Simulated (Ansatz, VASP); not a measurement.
# Li: VASP beside Ansatz

Contents of INCAR:

```
SYSTEM = Li
PREC = Accurate
ENCUT = 750
EDIFF = 1E-6
ISMEAR = -1
SIGMA = 0.08
LREAL = .FALSE.
LASPH = .TRUE.
NELM = 120
ALGO = Normal
ISIF = 2
LWAVE = .FALSE.
LCHARG = .FALSE.
GGA = PS
NBANDS = 8
GGA_COMPAT = .FALSE.
```

The input KPOINTS:

```
regular mesh
0
G
  13 13 13
  0 0 0
```

The input POSCAR:

```
Li
1.0
    0.0000000000      2.1799800000      2.2020000000
    2.1799800000      0.0000000000      2.2020000000
    2.1799800000      2.1799800000      0.0000000000
Li
1
Direct
    0.0000000000      0.0000000000      0.0000000000
```

Input for Ansatz:

```yaml
crystal:
  lattice:
    - [0.0, 2.17998, 2.202]
    - [2.17998, 0.0, 2.202]
    - [2.17998, 2.17998, 0.0]
  atoms:
    - { symbol: Li, position: [0.0, 0.0, 0.0] }
kpoints:
  mp_grid: { grid: [13, 13, 13] }
  band_path:
    path:
      - [0.0, 0.0, 0.0]
      - [0.0, 0.5, 0.5]
      - [0.25, 0.75, 0.5]
      - [0.0, 0.5, 0.0]
      - [0.0, 0.0, 0.0]
      - [0.5, 0.5, 0.0]
      - [0.3725125, 0.6274875, 0.0]
      - [-0.3725125, 0.3725125, 0.0]
      - [0.0, 0.0, 0.0]
    npoints: 5
scf:
  occupations: { method: fermi_dirac, width: 0.08 }
hamiltonian:
  xc: pbesol
  pseudopotentials: { kind: all_electron, lapw: { basis_error: 0.00025 } }
output:
  forces: true
  stress: true
  eigenvalues: true
```

Change from the starting cell: equal xx and yy strain of -1 %.

Alike in both runs: task single point; functional PBEsol; k mesh 13 × 13 × 13; occupations fermi-dirac, width 0.08 eV; no spin polarisation.

|  | VASP | Ansatz |
| --- | --- | --- |
| version | VASP 6.6.1 | Ansatz 0.2.0 |
| potentials or method | VASP PAW PBE potentials, release 64 (Li_sv), cutoff 750 eV | all-electron LAPW, scalar-relativistic |

```csv
,VASP,Ansatz,Ansatz less VASP
pressure (GPa),-0.5,-0.4,+0.10
```

VASP's potentials were made for PBE, not for PBEsol. Ansatz ran all-electron here, and VASP with PAW potentials.
